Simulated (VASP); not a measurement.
# Ta (Im-3m) in VASP: a series of runs

Runs on Ta. Level: PBEsol. Tasks: single point, relaxation of cell and atoms.

All numbers are computed with VASP 6.6.1; they aren't measurements. Logs are shortened: lines on timing, memory, paths and dates and some standing lists are left out, and cuts for length are marked.

### Step 1. The cell of the first run

The structure is cubic, space group Im-3m (No. 229). The conventional cell has a = 3.310 Å, b = 3.310 Å, c = 3.310 Å, α = 90.00°, β = 90.00°, γ = 90.00°. Ta (site symmetry m-3m) has 14 Ta at 2.87 to 3.31 Å within 3.8 Å.

### Step 2. Single point, PBEsol

Contents of INCAR:

```
SYSTEM = Ta
PREC = Accurate ; ENCUT = 520
EDIFF = 1E-6 ; ISMEAR = 0
SIGMA = 0.1 ; LREAL = .FALSE.
LASPH = .TRUE. ; NELM = 60
ALGO = Fast ; ISIF = 2
LWAVE = .FALSE. ; LCHARG = .TRUE.
GGA = PS ; LELF = .TRUE.
LVHAR = .TRUE. ; NBANDS = 12
```

Contents of KPOINTS:

```
regular mesh
0
G
  8 8 8
  0 0 0
```

Contents of POSCAR:

```
Ta
1.0
   -1.6549278100      1.6549278100      1.6549278100
    1.6549278100     -1.6549278100      1.6549278100
    1.6549278100      1.6549278100     -1.6549278100
Ta
1
Direct
    0.0000000000      0.0000000000      0.0000000000
```

Potentials or basis: VASP PAW PBE potentials, release 64 (Ta_pv).

Command:

```bash
cat potpaw_PBE.64/Ta_pv/POTCAR > POTCAR
mpirun -np 1 vasp_std > vasp.out
```

OUTCAR:

```text
SYSTEM = Ta
   PREC = Accurate
   ENCUT = 520
   EDIFF = 1E-6
   ISMEAR = 0
   LREAL = .FALSE.
   LASPH = .TRUE.
   NELM = 60
   ISIF = 2
   GGA = PS

 ion  position               nearest neighbor table
   1  0.000  0.000  0.000-

  LATTYP: Found a body centered cubic cell.
 ALAT       =     3.3098556200

  Lattice vectors:

 A1 = (  -1.6549278100,   1.6549278100,   1.6549278100)
 A2 = (   1.6549278100,  -1.6549278100,   1.6549278100)
 A3 = (   1.6549278100,   1.6549278100,  -1.6549278100)

Analysis of symmetry for initial positions (statically):
=====================================================================
 Subroutine PRICEL returns:
 Original cell was already a primitive cell.

 Routine SETGRP: Setting up the symmetry group for a
 body centered cubic supercell.

 Subroutine GETGRP returns: Found 48 space group operations
 (whereof 48 operations were pure point group operations)
 out of a pool of 48 trial point group operations.

The static configuration has the point symmetry O_h .

Analysis of symmetry for dynamics (positions and initial velocities):
=====================================================================
 Subroutine PRICEL returns:
 Original cell was already a primitive cell.

 Routine SETGRP: Setting up the symmetry group for a
 body centered cubic supercell.

 Subroutine GETGRP returns: Found 48 space group operations
 (whereof 48 operations were pure point group operations)
 out of a pool of 48 trial point group operations.

The dynamic configuration has the point symmetry O_h .

 Subroutine INISYM returns: Found 48 space group operations
 (whereof 48 operations are pure point group operations),
 and found     1 'primitive' translations

----------------------------------------------------------------------------------------

                                     Primitive cell

  volume of cell :      18.1300

  direct lattice vectors                    reciprocal lattice vectors
    -1.654927810  1.654927810  1.654927810     0.000000000  0.302127982  0.302127982
     1.654927810 -1.654927810  1.654927810     0.302127982  0.000000000  0.302127982
     1.654927810  1.654927810 -1.654927810     0.302127982  0.302127982  0.000000000

  length of vectors
     2.866419050  2.866419050  2.866419050     0.427273490  0.427273490  0.427273490

  position of ions in fractional coordinates (direct lattice)
     0.000000000  0.000000000  0.000000000

  ion indices of the primitive-cell ions
   primitive index   ion index
                 1           1

----------------------------------------------------------------------------------------

 KPOINTS: regular mesh

Automatic generation of k-mesh.
 Grid dimensions read from file:
 generate k-points for:    8    8    8

 Generating k-lattice:

  Cartesian coordinates                     Fractional coordinates (reciprocal lattice)
     0.000000000  0.037765998  0.037765998     0.125000000  0.000000000  0.000000000
     0.037765998  0.000000000  0.037765998     0.000000000  0.125000000  0.000000000
     0.037765998  0.037765998  0.000000000     0.000000000  0.000000000  0.125000000

  Length of vectors
     0.053409186  0.053409186  0.053409186

  Shift w.r.t. Gamma in fractional coordinates (k-lattice)
     0.000000000  0.000000000  0.000000000

 Subroutine IBZKPT returns following result:
 ===========================================

 Found     29 irreducible k-points:

 Following reciprocal coordinates:
            Coordinates               Weight
  0.000000  0.000000  0.000000      1.000000
  0.125000  0.000000  0.000000     12.000000
  0.250000  0.000000  0.000000     12.000000
  0.375000  0.000000  0.000000     12.000000
  0.500000  0.000000  0.000000      6.000000
  0.125000  0.125000  0.000000     24.000000
[... 16 lines left out ...]
 -0.250000  0.250000  0.250000      6.000000
 -0.375000  0.375000  0.250000     24.000000
 [... further k-points ...]
   k-points           NKPTS =     29   k-points in BZ     NKDIM =     29   number of bands    NBANDS=     12
   number of dos      NEDOS =    301   number of ions     NIONS =      1
   total plane-waves  NPLWV =  13824
   dimension x,y,z NGX =    24 NGY =   24 NGZ =   24
   dimension x,y,z NGXF=    48 NGYF=   48 NGZF=   48
   ions per type =               1
   NGX,Y,Z   is equivalent  to a cutoff of  13.92, 13.92, 13.92 a.u.
   NGXF,Y,Z  is equivalent  to a cutoff of  27.84, 27.84, 27.84 a.u.
 SYSTEM =  Ta
   PREC   = accura    normal or accurate (medium, high low for compatibility)
   ISTART =      0    job   : 0-new  1-cont  2-samecut
   ICHARG =      2    charge: 1-file 2-atom 10-const
   ISPIN  =      1    spin polarized calculation?
   LNONCOLLINEAR =      F non collinear calculations
   LSORBIT =      F    spin-orbit coupling
   LASPH  =      T    aspherical Exc in radial PAW
   ENCUT  =  520.0 eV  38.22 Ry    6.18 a.u.   5.33  5.33  5.33*2*pi/ulx,y,z
   NELM   =     60;   NELMIN=  2; NELMDL= -5     # of ELM steps
   EDIFF  = 0.1E-05   stopping-criterion for ELM
   LREAL  =      F    real-space projection
   EDIFFG = 0.1E-04   stopping-criterion for IOM
   NSW    =      0    number of steps for IOM
   IBRION =     -1    ionic relax: 0-MD 1-quasi-New 2-CG
   NFREE  =      0    steps in history (QN), initial steepest desc. (CG)
   ISIF   =      2    stress and relaxation
   ISYM   =      2    0-nonsym 1-usesym 2-fastsym
   POTIM  = 0.5000    time-step for ionic-motion
   TEBEG  =    0.0;   TEEND  =   0.0 temperature during run
   PSTRESS=    0.0 pullay stress
   NELECT =      11.0000    total number of electrons
   NUPDOWN=      -1.0000    fix difference up-down
   EMIN   =  10.00;   EMAX   =-10.00  energy-range for DOS
   EFERMI =   0.00;   METHOD = LEGACY
   ISMEAR =     0;   SIGMA  =   0.10  broadening in eV -4-tet -1-fermi 0-gaus
   EFERMI_NEDOS =   21; number of points for ismear=-14 and -15
   IALGO  =     68    algorithm
   IMIX   =      4    mixing-type and parameters
     AMIX     =   0.40;   BMIX     =  1.00
     AMIX_MAG =   1.60;   BMIX_MAG =  1.00
  volume/ion in A,a.u.               =      18.13       122.35
  Fermi-wavevector in a.u.,A,eV,Ry     =   1.385926  2.619020 26.133942  1.920791
  Thomas-Fermi vector in A             =   2.510290
   LORBIT       =      0    0 simple, 1 ext, 2 COOP (PROOUT), +10 PAW based schemes
   GGA     = PS    functional components
   LHFCALC =     F    Hartree Fock is set to
   AEXX    =    0.0000 exact exchange contribution
   IVDW    =     0    specifies the selected vdW correction
   LEPSILON=     F    determine dielectric tensor
   LRPA    =     F    only Hartree local field effects (RPA)
 non-spin polarized calculation
 RMM-DIIS sequential band-by-band and
 Gauss-broadening in eV      SIGMA  =   0.10
  energy-cutoff  :      520.00
  volume of cell :       18.13
 maximum number of plane-waves:       496
 NGX is ok and might be reduce to    24
   NGX = 11   NGY = 11   NGZ = 11

 number of electron      11.0000001 magnetization

 Free energy of the ion-electron system (eV)
  ---------------------------------------------------
  ext. energy  EPLUGINS =         0.00000000
  ---------------------------------------------------
  free energy    TOTEN  =       -12.57028083 eV

  energy without entropy =      -12.56646956  energy(sigma->0) =      -12.56837520

 E-fermi :   5.2828     XC(G=0): -12.6901

 val. band max:        5.1873667619   @ k =   0.2500   0.0000   0.0000
 cond. band min:       5.3294521428   @ k =  -0.2500   0.2500   0.1250
 fundamental gap:      0.1420853809
 Fermi energy:         5.2827980600

 k-point     1 :       0.0000    0.0000    0.0000
  band No.  band energies     occupation
      1     -27.7559      2.00000
      2     -27.7559      2.00000
      3     -27.7559      2.00000
      4      -2.6372      2.00000
      5       6.0033      0.00000
      6       6.0033      0.00000
      7       6.0033      0.00000
      8       9.2469      0.00000
      9       9.2469      0.00000
     10      20.2742      0.00000
     11      20.2742      0.00000
     12      20.2742      0.00000

 k-point     2 :       0.1250    0.0000    0.0000
  band No.  band energies     occupation
      1     -27.9385      2.00000
      2     -27.8125      2.00000
      3     -27.7569      2.00000
      4      -1.9642      2.00000
      5       5.5857      0.00002
      6       5.8255      0.00000
      7       6.6773      0.00000
      8       8.7188      0.00000
      9       9.2607      0.00000
     10      20.7985      0.00000
     11      21.4558      0.00000
     12      21.8266      0.00000

 k-point     3 :       0.2500    0.0000    0.0000
  band No.  band energies     occupation
      1     -28.3594      2.00000
      2     -27.9466      2.00000
      3     -27.7594      2.00000
      4      -0.3515      2.00000
      5       4.7270      2.00000
      6       5.1874      1.82286
      7       8.5887      0.00000
      8       8.6682      0.00000
      9       9.4334      0.00000
     10      19.9345      0.00000
     11      20.4288      0.00000
     12      21.9574      0.00000
[... 286 lines left out ...]
 k-point    23 :      -0.2500    0.2500    0.2500
  band No.  band energies     occupation
      1     -28.3818      2.00000
      2     -28.1528      2.00000
      3     -28.1528      2.00000
      4       1.5555      2.00000
      5       4.3457      2.00000
      6       6.5270      0.00000
      7       6.5270      0.00000
      8       8.4586      0.00000
      9      10.2512      0.00000
     10      19.7832      0.00000
     11      20.0351      0.00000
     12      24.5788      0.00000

 k-point    24 :      -0.3750    0.3750    0.2500
  band No.  band energies     occupation
      1     -28.6206      2.00000
      2     -28.2940      2.00000
      3     -28.1877      2.00000
      4       2.4549      2.00000
      5       3.3099      2.00000
      6       6.5378      0.00000
      7       7.2159      0.00000
      8      10.6740      0.00000
      9      10.7432      0.00000
     10      19.1631      0.00000
     11      19.9699      0.00000
     12      21.4741      0.00000

 [... further k-points ...]
[... 5 lines left out ...]
  --------------------------------------------------------------------------------------
  -------------------------------------------------------------------------------------
  Total       -0.7852579     -0.7852579     -0.7852579      0.0000000      0.0000000      0.0000000
  in kB      -69.3946084    -69.3946084    -69.3946084      0.0000000      0.0000000      0.0000000
  external PRESSURE =     -69.3946084 kB  Pullay stress =       0.0000000 kB

 VOLUME and BASIS-vectors are now :
 -----------------------------------------------------------------------------
  energy-cutoff  :      520.00
  volume of cell :       18.13
      direct lattice vectors                 reciprocal lattice vectors
    -1.654927810  1.654927810  1.654927810     0.000000000  0.302127982  0.302127982
     1.654927810 -1.654927810  1.654927810     0.302127982  0.000000000  0.302127982
     1.654927810  1.654927810 -1.654927810     0.302127982  0.302127982  0.000000000

 POSITION                                       TOTAL-FORCE (eV/Angst)
 -----------------------------------------------------------------------------------
      0.00000      0.00000      0.00000         0.000000     -0.000000     -0.000000
 -----------------------------------------------------------------------------------
    total drift:                                0.000000      0.000000     -0.000000

  FREE ENERGIE OF THE ION-ELECTRON SYSTEM (eV)
  ---------------------------------------------------
  free  energy   TOTEN  =       -12.5702808291 eV

  energy  without entropy=      -12.5664695624  energy(sigma->0) =      -12.56837520
```

Wall time 3 s (1 thread of Intel Xeon 6975P-C (Granite Rapids), shared host); peak memory 0.13 GiB.

What came out:

- Free energy: -12.5703 eV
- Pressure: -6.9 GPa

Caveat: the PAW data sets were made with another functional, which shifts forces and pressure a little; spin-orbit coupling is left out, which moves the levels of the heavy elements.

### Step 3. Single point, PBEsol

This run uses another cell than the first one, of 17.65 Å³/atom, 0.974 times its volume.

Contents of INCAR:

```
SYSTEM = Ta
PREC     = Accurate       ! precision mode
ENCUT    = 520            ! plane-wave cutoff, eV
EDIFF    = 1E-6           ! SCF threshold, eV
ISMEAR   = 0              ! smearing method
SIGMA    = 0.1            ! smearing width, eV
LREAL    = .False.        ! projectors in reciprocal space
LASPH    = .True.         ! aspherical terms in the spheres
NELM     = 60             ! most SCF steps
ALGO     = Normal         ! electronic algorithm
ISIF     = 2              ! what is computed and relaxed
LWAVE    = .False.        ! write WAVECAR
LCHARG   = .True.         ! write CHGCAR
GGA      = PS             ! functional
LELF     = .True.         ! ELF
LVHAR    = .True.       
NBANDS   = 12             ! bands
```

Contents of KPOINTS:

```
regular mesh
0
Gamma
  18 18 18
  0 0 0
```

Contents of POSCAR:

```
Ta
1.0
   -1.6402040214      1.6402040214      1.6402040214
    1.6402040214     -1.6402040214      1.6402040214
    1.6402040214      1.6402040214     -1.6402040214
Ta
1
Direct
    0.0000000000      0.0000000000      0.0000000000
```

Potentials or basis: VASP PAW PBE potentials, release 64 (Ta_pv).

Command:

```bash
cat potpaw_PBE.64/Ta_pv/POTCAR > POTCAR
mpirun -np 1 vasp_std > vasp.out
```

It took 10 s on 1 thread of Intel Xeon 6975P-C (Granite Rapids), shared host; peak memory 0.17 GiB.

Results (log left out):

```yaml
Free_energy: -12.5554 eV
Pressure: 0.2 GPa
```

Levels at points of the mesh, in eV from the Fermi level:
| k point | band 2 | band 3 | band 4 | band 5 | band 6 | band 7 | band 8 | band 9 |
| --- | --- | --- | --- | --- | --- | --- | --- | --- |
| (0.00, 0.00, 0.00) | -32.95 | -32.95 | -8.02 | 0.71 | 0.71 | 0.71 | 4.05 | 4.05 |
| (0.50, 0.00, 0.00) | -33.36 | -32.96 | -4.49 | -1.62 | 1.70 | 3.95 | 5.00 | 8.00 |
| (0.50, 0.50, 0.50) | -33.83 | -33.83 | -3.94 | -3.94 | 7.00 | 7.00 | 7.00 | 8.84 |

Caveat: the PAW data sets were made with another functional, which shifts forces and pressure a little; spin-orbit coupling is left out, which moves the levels of the heavy elements.

(Continued in part 2 of 2.)
